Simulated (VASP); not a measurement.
Input of a VASP 6.6.1 run:

The input INCAR:

```
SYSTEM = MgO
ALGO = Normal
EDIFF = 1E-6
ENCUT = 520
GGA = PE
ISIF = 2
ISMEAR = 0
LASPH = .TRUE.
LCHARG = .TRUE.
LELF = .TRUE.
LREAL = .FALSE.
LVHAR = .TRUE.
LWAVE = .FALSE.
NBANDS = 11
NELM = 60
PREC = Accurate
SIGMA = 0.02
```

The input KPOINTS:

```
k-points
0
G
  10 10 10
  0 0 0
```

Contents of POSCAR:

```
MgO
1.0
    0.0000000000      2.0677287798      2.0677287798
    2.0677287798      0.0000000000      2.0677287798
    2.0677287798      2.0677287798      0.0000000000
Mg O
1 1
Direct
    0.0000000000      0.0000000000      0.0000000000
    0.5000000000      0.5000000000      0.5000000000
```

Potentials or basis: VASP PAW PBE potentials, release 64 (Mg, O).

Launch:

```bash
$ cat potpaw_PBE.64/Mg/POTCAR potpaw_PBE.64/O/POTCAR > POTCAR
$ mpirun -np 1 vasp_std > vasp.out
```

(1) Estimate the pressure.

(2) What does it give for the band gap on the k mesh?

Answers

(1) 14.3 GPa.

(2) 5.28 eV, direct.
